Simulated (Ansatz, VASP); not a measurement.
## NaH in VASP and in Ansatz

The input INCAR:

```
  PREC = Accurate
  ENCUT = 500
  EDIFF = 1E-7
  ISMEAR = 0
  SIGMA = 0.02
  LREAL = F
  LASPH = T
  NELM = 120
  ALGO = Normal
  ISIF = 3
  LWAVE = F
  LCHARG = F
  GGA = PE
  IBRION = 2
  NSW = 100
  EDIFFG = -0.01
  GGA_COMPAT = F
  NELMIN = 4
```

KPOINTS

```
regular mesh
0
Gamma
  8 8 8
```

POSCAR

```
NaH
1.0
    0.0000000000      2.4184537483      2.4184537483
    2.4184537483      0.0000000000      2.4184537483
    2.4184537483      2.4184537483      0.0000000000
Na H
1 1
Direct
    0.0000000000      0.0000000000      0.0000000000
    0.5000000000      0.5000000000      0.5000000000
```

Input for Ansatz:

```yaml
crystal:
  lattice:
    - [0.0, 2.4184537483, 2.4184537483]
    - [2.4184537483, 0.0, 2.4184537483]
    - [2.4184537483, 2.4184537483, 0.0]
  atoms:
    - { symbol: Na, position: [0.0, 0.0, 0.0] }
    - { symbol: H, position: [0.5, 0.5, 0.5] }
basis:
  ecutwfc: 420
kpoints:
  mp_grid: { grid: [8, 8, 8] }
hamiltonian:
  xc: pbe
scf:
  occupations: { method: gaussian, width: 0.02 }
output:
  forces: true
  stress: true
  eigenvalues: true
relax:
  adjacent_minimum: "off"
  f_tol: 0.01
  max_steps: 80
  cell: { stress_tol: 0.05 }
```

Alike in both runs: task relaxation of cell and atoms; functional PBE; k mesh 8 × 8 × 8; occupations gaussian, width 0.02 eV; no spin polarisation.

|  | VASP | Ansatz |
| --- | --- | --- |
| version | VASP 6.6.1 | Ansatz 0.2.0 |
| potentials or method | VASP PAW PBE potentials, release 64 (Na_pv, H), cutoff 500 eV | scalar-relativistic, plane waves, PAW |
| valence electrons in the cell | 8 | 10 |

|  | VASP | Ansatz | Ansatz less VASP |
| --- | --- | --- | --- |
| gap on the k mesh at the Fermi level, each at its own relaxed structure (eV) | 3.76 | 3.76 | +0.003 |
| relaxed volume (Å³/atom) | 14.12 | 14.11 | -0.012 |
| relaxed cell length with the largest relative difference (Å) | 3.418 | 3.417 | -0.0010 |

VASP's potentials hold 8 valence electrons a cell and Ansatz's 10, so a difference there can come from the potentials and not from the codes.
